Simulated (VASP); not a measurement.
Write the native input for VASP 6.6.1 that does the following.

| Property | Result |
| --- | --- |
| Task | single point |
| Functional | PBE |
| Potentials or basis | VASP PAW PBE potentials, release 64 (K_sv) |
| Cutoff | 520 eV |
| k mesh | 12 × 12 × 12 |
| Occupations | fermi-dirac, width 0.1 eV |
| Spin | no spin polarisation |
| Dipole correction | no |
| Further INCAR settings | ALGO = Normal; EDIFF = 1e-06; NBANDS = 10 |

The structure of K lies in POSCAR:

```
K
1.0
    4.2959005120      0.0000000000      0.0000000000
    0.0000000000      4.2959005120      0.0000000000
    0.0000000000      0.0000000000      4.2959005120
K
1
Direct
    0.0000000000      0.0000000000      0.0000000000
```

This isn't the form of K at room conditions, which is bcc.

One way to write it, as run:

INCAR

```
SYSTEM = K
PREC     = Accurate       ! precision mode
ENCUT    = 520            ! plane-wave cutoff, eV
EDIFF    = 1E-6           ! SCF threshold, eV
ISMEAR   = -1             ! smearing method
SIGMA    = 0.1            ! smearing width, eV
LREAL    = .False.        ! projectors in reciprocal space
LASPH    = .True.         ! aspherical terms in the spheres
NELM     = 80             ! most SCF steps
ALGO     = Normal         ! electronic algorithm
ISIF     = 2              ! what is computed and relaxed
LWAVE    = .False.        ! write WAVECAR
LCHARG   = .False.        ! write CHGCAR
GGA      = PE             ! functional
NBANDS   = 10             ! bands
```

KPOINTS

```
regular mesh
0
Gamma
  12 12 12
  0 0 0
```

Potentials or basis: VASP PAW PBE potentials, release 64 (K_sv).

Run with:

```sh
$ cat potpaw_PBE.64/K_sv/POTCAR > POTCAR
$ mpirun -np 1 vasp_std > vasp.out
```

It gave:

The pressure is 0.0 GPa and the band gap on the k mesh is zero (an odd number of electrons rules out a gap without spin polarisation).

It took 16 s on 1 thread of Intel(R) Xeon(R) Platinum 8488C (Sapphire Rapids), on a shared host, peak memory 0.2 GiB.
